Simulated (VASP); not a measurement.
The system is AlMo3C.

```xyz
5
Lattice="2.9635 0.0000 0.0000 0.0000 2.9635 0.0000 0.0000 0.0000 8.2074" Properties=species:S:1:pos:R:3 pbc="T T T"
Al    0.0000    0.0000    0.0000
Mo    0.0000    0.0000    4.1037
Mo    0.0000    1.4818    6.1733
Mo    1.4818    0.0000    2.0341
C     1.4818    1.4818    0.0000
```

The cell was generated, and may not be a known phase.

```yaml
Program: VASP 6.6.1
Task: relaxation of cell and atoms
Functional: PBE
Potentials_or_basis: VASP PAW PBE potentials, release 64 (Al, Mo_sv, C)
Cutoff: 600 eV
k_mesh: 6 × 6 × 2
Occupations: gaussian, width 0.1 eV
Spin: no spin polarisation
```

At the start: pressure 0.6 GPa; volume 14.42 Å³/atom.

Q: How do energy, volume and symmetry change on relaxing?

A: Over 5 steps the energy falls by 4.8 meV/atom and the volume is 14.38 Å³/atom (-0.3 %); space group P-4m2 (No. 115, to 0.1 Å) before and after.

The path:
```
step  energy change (eV)  largest force (eV/Å)  pressure (GPa)  volume (Å³)
   1              0.0000                0.2371            0.57        72.08
   2             -0.0194                0.0039           -1.97        72.61
   3             -0.0210                0.0551           -1.45        72.50
   4             -0.0211                0.0076            1.42        71.31
   5             -0.0242                0.0255           -0.05        71.90
```

Final structure:
```
Al Mo C
1.0
     2.93735    0.00000    0.00000
     0.00000    2.93735    0.00000
     0.00000    0.00000    8.33323
Al Mo C
1 3 1
Cartesian
  0.0000 0.0000 0.0000
  0.0000 0.0000 4.1666
  0.0000 1.4687 6.2798
  1.4687 2.9373 2.0534
  1.4687 1.4687 0.0000
```

Caveat: the k points lie up to 0.38 Å⁻¹ apart in the final cell, too coarse for converged energies and pressures of a metal.
